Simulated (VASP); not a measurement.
# P (Cmce) in VASP: notebook

Runs on P. Level: PBE+D3(BJ). Tasks: single point.

All numbers are computed with VASP 6.6.1; they aren't measurements. Logs are shortened: lines on timing, memory, paths and dates and some standing lists are left out, and cuts for length are marked.

## Step 1: The cell of the first run

It takes space group Cmce (No. 64, orthorhombic). The conventional cell has a = 3.341 Å, b = 9.905 Å, c = 3.879 Å, α = 90.00°, β = 90.00°, γ = 90.00°. Within 3.0 Å of P (site symmetry m) lie 5 P at 2.23 to 2.93 Å.

## Step 2: Single point, PBE+D3(BJ) (16.05 Å³/atom)

Contents of INCAR:

```
PREC     = Accurate       # precision mode
ENCUT    = 520            # plane-wave cutoff, eV
EDIFF    = 1E-7           # SCF threshold, eV
ISMEAR   = 0              # smearing method
SIGMA    = 0.1            # smearing width, eV
LREAL    = False          # projectors in reciprocal space
LASPH    = True           # aspherical terms in the spheres
NELM     = 60             # most SCF steps
ALGO     = Normal         # electronic algorithm
ISIF     = 2              # what is computed and relaxed
LWAVE    = False          # write WAVECAR
LCHARG   = False          # write CHGCAR
GGA      = PE             # functional
IVDW     = 12             # dispersion correction
NBANDS   = 18             # bands
```

Contents of KPOINTS:

```
regular mesh
0
Gamma
  14 14 10
```

Contents of POSCAR:

```
P
1.0
    1.6705624320     -4.9526787215      0.0000000000
    1.6705624320      4.9526787215      0.0000000000
    0.0000000000      0.0000000000      3.8792951417
P
4
Direct
    0.8892801633      0.1107198367      0.0598774836
    0.6107198367      0.3892801633      0.5598774836
    0.1107198367      0.8892801633      0.9401225164
    0.3892801633      0.6107198367      0.4401225164
```

Potentials or basis: VASP PAW PBE potentials, release 64 (P).

Started as:

```sh
$ cat potpaw_PBE.64/P/POTCAR > POTCAR
$ mpirun -np 1 vasp_std > vasp.out
```

OUTCAR:

```text
PREC = Accurate
   ENCUT = 520
   EDIFF = 1E-7
   ISMEAR = 0
   LREAL = False
   LASPH = True
   NELM = 60
   ISIF = 2
   GGA = PE
   IVDW = 12
 IVDW          = 12

 ion  position               nearest neighbor table
   1  0.889  0.111  0.060-   4 2.23   4 2.23   3 2.24   4 2.93   4 2.93
   2  0.611  0.389  0.560-   3 2.23   3 2.23   4 2.24   3 2.93   3 2.93
   3  0.111  0.889  0.940-   2 2.23   2 2.23   1 2.24   2 2.93   2 2.93
   4  0.389  0.611  0.440-   1 2.23   1 2.23   2 2.24   1 2.93   1 2.93

  LATTYP: Found a base centered orthorhombic cell.
 ALAT       =     3.3411248640
 B/A-ratio  =     2.9646774204
 C/A-ratio  =     1.1610745781

  Lattice vectors:

 A1 = (   1.6705624320,  -4.9526787215,   0.0000000000)
 A2 = (   1.6705624320,   4.9526787215,   0.0000000000)
 A3 = (   0.0000000000,   0.0000000000,   3.8792951417)

Analysis of symmetry for initial positions (statically):
=====================================================================
 Subroutine PRICEL returns:
 Original cell was already a primitive cell.

 Routine SETGRP: Setting up the symmetry group for a
 base centered orthorhombic supercell.

 Subroutine GETGRP returns: Found  8 space group operations
 (whereof  4 operations were pure point group operations)
 out of a pool of  8 trial point group operations.

The static configuration has the point symmetry C_2h.
 The point group associated with its full space group is D_2h.

Analysis of symmetry for dynamics (positions and initial velocities):
=====================================================================
 Subroutine PRICEL returns:
 Original cell was already a primitive cell.

 Routine SETGRP: Setting up the symmetry group for a
 base centered orthorhombic supercell.

 Subroutine GETGRP returns: Found  8 space group operations
 (whereof  4 operations were pure point group operations)
 out of a pool of  8 trial point group operations.

The dynamic configuration has the point symmetry C_2h.
 The point group associated with its full space group is D_2h.

 Subroutine INISYM returns: Found  8 space group operations
 (whereof  4 operations are pure point group operations),
 and found     1 'primitive' translations

----------------------------------------------------------------------------------------

                                     Primitive cell

  volume of cell :      64.1927

  direct lattice vectors                    reciprocal lattice vectors
     1.670562432 -4.952678721  0.000000000     0.299300398 -0.100955468  0.000000000
[... 92 lines left out ...]
   EDIFFG = 0.1E-05   stopping-criterion for IOM
   NSW    =      0    number of steps for IOM
   IBRION =     -1    ionic relax: 0-MD 1-quasi-New 2-CG
   NFREE  =      0    steps in history (QN), initial steepest desc. (CG)
   ISIF   =      2    stress and relaxation
   ISYM   =      2    0-nonsym 1-usesym 2-fastsym
   POTIM  = 0.5000    time-step for ionic-motion
   TEBEG  =    0.0;   TEEND  =   0.0 temperature during run
   PSTRESS=    0.0 pullay stress
   NELECT =      20.0000    total number of electrons
   NUPDOWN=      -1.0000    fix difference up-down
   EMIN   =  10.00;   EMAX   =-10.00  energy-range for DOS
   EFERMI =   0.00;   METHOD = LEGACY
   ISMEAR =     0;   SIGMA  =   0.10  broadening in eV -4-tet -1-fermi 0-gaus
   EFERMI_NEDOS =   21; number of points for ismear=-14 and -15
   IALGO  =     38    algorithm
   IMIX   =      4    mixing-type and parameters
     AMIX     =   0.40;   BMIX     =  1.00
     AMIX_MAG =   1.60;   BMIX_MAG =  1.00
  volume/ion in A,a.u.               =      16.05       108.30
  Fermi-wavevector in a.u.,A,eV,Ry     =   1.109830  2.097274 16.758589  1.231722
  Thomas-Fermi vector in A             =   2.246374
   LORBIT       =      0    0 simple, 1 ext, 2 COOP (PROOUT), +10 PAW based schemes
   GGA     = PE    functional components
   LHFCALC =     F    Hartree Fock is set to
   AEXX    =    0.0000 exact exchange contribution
   IVDW    =    12    specifies the selected vdW correction
   LEPSILON=     F    determine dielectric tensor
   LRPA    =     F    only Hartree local field effects (RPA)
 non-spin polarized calculation
 Gauss-broadening in eV      SIGMA  =   0.10
  energy-cutoff  :      520.00
  volume of cell :       64.19
 maximum number of plane-waves:      1752
   NGX = 19   NGY = 19   NGZ = 15

 number of electron      19.9999997 magnetization

 Free energy of the ion-electron system (eV)
  ---------------------------------------------------
  ext. energy  EPLUGINS =         0.00000000
  ---------------------------------------------------
  free energy    TOTEN  =       -21.15648699 eV

  energy without entropy =      -21.15416276  energy(sigma->0) =      -21.15532487

 E-fermi :   8.5160     XC(G=0): -10.7609

 val. band max:        8.5119839309   @ k =   0.5000   0.0714   0.0000
 cond. band min:       8.5513036528   @ k =  -0.4286   0.4286   0.3000
 fundamental gap:      0.0393197219
 Fermi energy:         8.5159654424

 k-point     1 :       0.0000    0.0000    0.0000
  band No.  band energies     occupation
      1      -7.8860      2.00000
      2      -4.0392      2.00000
      3      -0.0576      2.00000
      4       0.6611      2.00000
      5       3.1055      2.00000
      6       4.1537      2.00000
[... 481 lines left out ...]
      5       2.6225      2.00000
      6       4.0332      2.00000
[... 10 lines left out ...]
     17      15.1333      0.00000
     18      16.5139      0.00000

 [... further k-points ...]

------------------------ aborting loop because EDIFF is reached ----------------------------------------

 Edisp (eV)   -1.75416

 E8    (eV) :    -0.6631

  FORCE on cell =-STRESS in cart. coord.  units (eV):
  Direction    XX          YY          ZZ          XY          YZ          ZX
  --------------------------------------------------------------------------------------
  -------------------------------------------------------------------------------------
  Total       1.03810     0.97957     1.01016     0.00000     0.00000     0.00000
  in kB      25.90992    24.44899    25.21256     0.00000     0.00000     0.00000
  external pressure =       25.19 kB  Pullay stress =        0.00 kB

 VOLUME and BASIS-vectors are now :
 -----------------------------------------------------------------------------
  energy-cutoff  :      520.00
  volume of cell :       64.19
      direct lattice vectors                 reciprocal lattice vectors
     1.670562432 -4.952678721  0.000000000     0.299300398 -0.100955468  0.000000000
     1.670562432  4.952678721  0.000000000     0.299300398  0.100955468  0.000000000
     0.000000000  0.000000000  3.879295142     0.000000000  0.000000000  0.257778788

 POSITION                                       TOTAL-FORCE (eV/Angst)
 -----------------------------------------------------------------------------------
      1.67056     -3.85596      0.23228         0.000000     -0.051064      0.041295
      1.67056     -1.09672      2.17193         0.000000      0.051064      0.041295
      1.67056      3.85596      3.64701         0.000000      0.051064     -0.041295
      1.67056      1.09672      1.70737         0.000000     -0.051064     -0.041295
 -----------------------------------------------------------------------------------
    total drift:                               -0.000000     -0.000000      0.000000

  FREE ENERGIE OF THE ION-ELECTRON SYSTEM (eV)
  ---------------------------------------------------
  free  energy   TOTEN  =       -22.9106484642 eV

  energy  without entropy=      -22.9083242382  energy(sigma->0) =      -22.90948635
```

OSZICAR:

```text
N       E                     dE             d eps       ncg     rms          rms(c)
DAV:   1     0.530401884645E+02    0.53040E+02   -0.85645E+03 12312   0.965E+02
DAV:   2    -0.180669279052E+02   -0.71107E+02   -0.68416E+02 16372   0.151E+02
DAV:   3    -0.212487172189E+02   -0.31818E+01   -0.31528E+01 16314   0.312E+01
DAV:   4    -0.212769975809E+02   -0.28280E-01   -0.28258E-01 15956   0.356E+00
DAV:   5    -0.212773243161E+02   -0.32674E-03   -0.32669E-03 15910   0.368E-01    0.107E+01
DAV:   6    -0.211910792058E+02    0.86245E-01   -0.48901E-02 14804   0.127E+00    0.628E+00
DAV:   7    -0.211568423714E+02    0.34237E-01   -0.81347E-02 15320   0.160E+00    0.329E-01
DAV:   8    -0.211564624398E+02    0.37993E-03   -0.98209E-03 13854   0.595E-01    0.175E-01
DAV:   9    -0.211564769347E+02   -0.14495E-04   -0.63582E-04 15800   0.142E-01    0.825E-02
DAV:  10    -0.211564789816E+02   -0.20469E-05   -0.65210E-05 15386   0.438E-02    0.348E-02
DAV:  11    -0.211564864446E+02   -0.74630E-05   -0.11151E-05 14352   0.220E-02    0.668E-03
DAV:  12    -0.211564870444E+02   -0.59980E-06   -0.56517E-07 15570   0.489E-03    0.462E-03
DAV:  13    -0.211564869866E+02    0.57729E-07   -0.99556E-08  8268   0.211E-03
   1 F= -.22910648E+02 E0= -.22909486E+02  d E =-.232423E-02
```

stdout:

```text
POSCAR found type information on POSCAR P
 POSCAR found :  1 types and       4 ions
 scaLAPACK will be used
 LDA part: xc-table for (Slater+PW92), standard interpolation
 POSCAR, INCAR and KPOINTS ok, starting setup
 FFT: planning ... GRIDC
 FFT: planning ... GRID_SOFT
 FFT: planning ... GRID
 WAVECAR not read
 entering main loop
```

It took 2.8 min on 1 thread of Intel Xeon 6975P-C (Granite Rapids), shared host; peak memory 0.4 GiB.

Results:

```
Free energy                : -22.9106 eV
Pressure                   : 2.5 GPa
Largest force              : 0.066 eV/Å
Band gap on the k mesh     : zero (bands 10 and 11 overlap by 0.57 eV)
Dispersion energy per atom : -0.439 eV
```

Forces on the atoms (eV/Å):
```
P    0.000 -0.051  0.041
P    0.000  0.051  0.041
P    0.000  0.051 -0.041
P    0.000 -0.051 -0.041
```

## Step 3: Single point, PBE+D3(BJ) (16.58 Å³/atom)

This run uses another cell than the first one, of 16.58 Å³/atom.

Contents of INCAR:

```
PREC = Accurate
ENCUT = 520
EDIFF = 1E-6
ISMEAR = 0
SIGMA = 0.1
LREAL = False
LASPH = True
NELM = 100
ALGO = Normal
ISIF = 2
LWAVE = False
LCHARG = True
GGA = PE
IVDW = 12
LELF = True
LVHAR = True
NBANDS = 18
```

Contents of KPOINTS:

```
Automatic mesh
0
Gamma
  14 14 10
```

Contents of POSCAR:

```
P
1.0
    1.6658541051     -4.9909115243      0.0000000000
    1.6658541051      4.9909115243      0.0000000000
    0.0000000000      0.0000000000      3.9877260594
P
4
Direct
    0.8905813663      0.1094186337      0.0646614101
    0.6094186337      0.3905813663      0.5646614101
    0.1094186337      0.8905813663      0.9353385899
    0.3905813663      0.6094186337      0.4353385899
```

Potentials or basis: VASP PAW PBE potentials, release 64 (P).

Started as:

```sh
$ cat potpaw_PBE.64/P/POTCAR > POTCAR
$ mpirun -np 1 vasp_std > vasp.out
```

OUTCAR:

```text
PREC = Accurate
   ENCUT = 520
   EDIFF = 1E-6
   ISMEAR = 0
   LREAL = False
   LASPH = True
   NELM = 100
   ISIF = 2
   GGA = PE
   IVDW = 12
 IVDW          = 12

 ion  position               nearest neighbor table
   1  0.891  0.109  0.065-   4 2.23   4 2.23   3 2.24
   2  0.609  0.391  0.565-   3 2.23   3 2.23   4 2.24
   3  0.109  0.891  0.935-   2 2.23   2 2.23   1 2.24
   4  0.391  0.609  0.435-   1 2.23   1 2.23   2 2.24

  LATTYP: Found a base centered orthorhombic cell.
 ALAT       =     3.3317082102
[... 707 lines left out ...]

  FORCE on cell =-STRESS in cart. coord.  units (eV):
  Direction    XX          YY          ZZ          XY          YZ          ZX
  --------------------------------------------------------------------------------------
  -------------------------------------------------------------------------------------
  Total       0.63771     0.58781     0.59681     0.00000     0.00000     0.00000
  in kB      15.40863    14.20276    14.42037     0.00000     0.00000     0.00000
  external pressure =       14.68 kB  Pullay stress =        0.00 kB

 VOLUME and BASIS-vectors are now :
 -----------------------------------------------------------------------------
  energy-cutoff  :      520.00
  volume of cell :       66.31
      direct lattice vectors                 reciprocal lattice vectors
     1.665854105 -4.990911524  0.000000000     0.300146332 -0.100182101  0.000000000
     1.665854105  4.990911524  0.000000000     0.300146332  0.100182101  0.000000000
     0.000000000  0.000000000  3.987726059     0.000000000  0.000000000  0.250769482

 POSITION                                       TOTAL-FORCE (eV/Angst)
 -----------------------------------------------------------------------------------
      1.66585     -3.89871      0.25785         0.000000     -0.051557      0.042284
      1.66585     -1.09220      2.25172         0.000000      0.051557      0.042284
      1.66585      3.89871      3.72987         0.000000      0.051557     -0.042284
      1.66585      1.09220      1.73601         0.000000     -0.051557     -0.042284
 -----------------------------------------------------------------------------------
    total drift:                               -0.000000     -0.000000     -0.000000

  FREE ENERGIE OF THE ION-ELECTRON SYSTEM (eV)
  ---------------------------------------------------
  free  energy   TOTEN  =       -22.9426666459 eV

  energy  without entropy=      -22.9410346448  energy(sigma->0) =      -22.94185065
```

OSZICAR:

```text
N       E                     dE             d eps       ncg     rms          rms(c)
DAV:   1     0.535230214624E+02    0.53523E+02   -0.84750E+03 12312   0.958E+02
DAV:   2    -0.181368351184E+02   -0.71660E+02   -0.68870E+02 16482   0.151E+02
DAV:   3    -0.213439767718E+02   -0.32071E+01   -0.31781E+01 16216   0.314E+01
DAV:   4    -0.213730294446E+02   -0.29053E-01   -0.29028E-01 15996   0.363E+00
DAV:   5    -0.213733867036E+02   -0.35726E-03   -0.35721E-03 15728   0.386E-01    0.106E+01
DAV:   6    -0.212825403326E+02    0.90846E-01   -0.49419E-02 14848   0.126E+00    0.622E+00
DAV:   7    -0.212458700851E+02    0.36670E-01   -0.84726E-02 15076   0.162E+00    0.319E-01
DAV:   8    -0.212455531508E+02    0.31693E-03   -0.98685E-03 13906   0.594E-01    0.165E-01
DAV:   9    -0.212455801120E+02   -0.26961E-04   -0.61138E-04 16076   0.140E-01    0.774E-02
DAV:  10    -0.212455851637E+02   -0.50517E-05   -0.62241E-05 15238   0.427E-02    0.321E-02
DAV:  11    -0.212455927788E+02   -0.76151E-05   -0.10788E-05 14342   0.218E-02    0.681E-03
DAV:  12    -0.212455933983E+02   -0.61947E-06   -0.59352E-07  7946   0.521E-03
   1 F= -.22942667E+02 E0= -.22941851E+02  d E =-.163200E-02
```

Wall time 2.9 min (1 thread of Intel Xeon 6975P-C (Granite Rapids), shared host); peak memory 0.42 GiB.

What came out:

```yaml
Free_energy: -22.9427 eV
Pressure: 1.5 GPa
Largest_force: 0.067 eV/Å
Band_gap_on_the_k_mesh: zero (bands 10 and 11 overlap by 0.33 eV)
Dispersion_energy_per_atom: -0.424 eV
```

Forces on the atoms (eV/Å):
```
P    0.000 -0.052  0.042
P    0.000  0.052  0.042
P    0.000  0.052 -0.042
P    0.000 -0.052 -0.042
```

The gap in the log of VASP goes by the Fermi energy; the results here count the filled bands.